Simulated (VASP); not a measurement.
Here is a VASP 6.6.1 calculation.

INCAR

```
SYSTEM = Pb
ALGO = Fast
EDIFF = 1E-6
ENCUT = 520
GGA = PE
ISIF = 2
ISMEAR = 0
IVDW = 12
LASPH = .True.
LCHARG = .False.
LREAL = .False.
LWAVE = .False.
NBANDS = 21
NELM = 60
PREC = Accurate
SIGMA = 0.1
```

Contents of KPOINTS:

```
k-points
0
Gamma
  15 15 8
  0 0 0
```

POSCAR

```
Pb
1.0
    3.5578987201      0.0000000000      0.0000000000
   -1.7789493601      3.0812306757      0.0000000000
    0.0000000000      0.0000000000      5.8655316199
Pb
2
Direct
    0.3333333333      0.6666666667      0.2500000000
    0.6666666667      0.3333333333      0.7500000000
```

Potentials or basis: VASP PAW PBE potentials, release 64 (Pb_d).

Run with:

```sh
$ cat potpaw_PBE.64/Pb_d/POTCAR > POTCAR
$ mpirun -np 1 vasp_std > vasp.out
```

(1) Estimate the pressure.

(2) What does it give for the band gap on the k mesh?

(3) What does it give for the dispersion energy per atom?

Answers

(1) -2.4 GPa.

(2) zero (bands 14 and 15 overlap by 7.27 eV).

(3) -0.386 eV.

Caveat: spin-orbit coupling is left out, which moves the levels of the heavy elements.
